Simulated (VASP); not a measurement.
## NiO: single point with PBEsol

**Experimental background.**

“Local correlations, non-local screening, multiplets, and band formation in NiO”, 2012, arxiv:1210.6675 quotes, for a bulk crystal of NiO: band gap 4.3 eV.

NiO:

```
CELL_PARAMETERS angstrom
0.00000 2.04316 2.04316
2.04316 0.00000 2.04316
2.04316 2.04316 0.00000
ATOMIC_POSITIONS crystal
Ni 0.00000 0.00000 0.00000
O 0.50000 0.50000 0.50000
```

* Program: VASP 6.6.1
* Task: single point
* Functional: PBEsol
* Potentials or basis: VASP PAW PBE potentials, release 64 (Ni, O)
* Cutoff: 520 eV
* k mesh: 11 × 11 × 11
* Occupations: fermi-dirac, width 0.05 eV
* Spin: collinear spin, ferromagnetic start
* Starting moments: [1.0, 0.0] μB

```yaml
Pressure: 2.9 GPa
Net_moment: 0.81 μB per cell
Site_moments: Ni +0.69; O +0.10 μB
Valence_electrons_inside_the_program's_atomic_spheres: Ni 9.18; O 4.95
```

Levels at points of the mesh, in eV from the Fermi level:
Spin up:
| k point | band 5 | band 6 | band 7 | band 8 | band 9 | band 10 | band 11 | band 12 | band 13 | band 14 |
| --- | --- | --- | --- | --- | --- | --- | --- | --- | --- | --- |
| (0.00, 0.00, 0.00) | -2.38 | -2.38 | -2.35 | -2.35 | -2.35 | 1.86 | 17.81 | 19.37 | 19.37 | 19.37 |
Spin down:
```tsv
k point	band 6	band 7	band 8	band 9	band 10	band 11
(0.00, 0.00, 0.00)	-1.92	-1.92	-1.28	-1.28	2.03	17.80
```

Run time: 34 s on 1 thread of Intel(R) Xeon(R) Platinum 8488C (Sapphire Rapids), on a shared host, peak memory 0.17 GiB.

Against the measured gap of NiO, 4.3 eV (quoted in “Local correlations, non-local screening, multiplets, and band formation in NiO”, 2012, arxiv:1210.6675), the calculated 0.00 eV is off by -4.30 eV. So large a miss can be the level of theory's own, or it may mean another phase, state or a wrong row. The value is that of PBEsol on a finite k mesh, which can miss the band edges, without temperature or zero-point motion. Semilocal functionals fall short of measured gaps as a rule. The run's magnetic order (collinear spin, ferromagnetic start) needn't be the measured crystal's.

Caveat: the PAW data sets were made with another functional, which shifts forces and pressure a little; a cell with one magnetic atom can't hold antiferromagnetic order, which such compounds often take; semilocal functionals often make such compounds metallic where correlation or magnetic order opens a gap, which also shifts bond lengths.
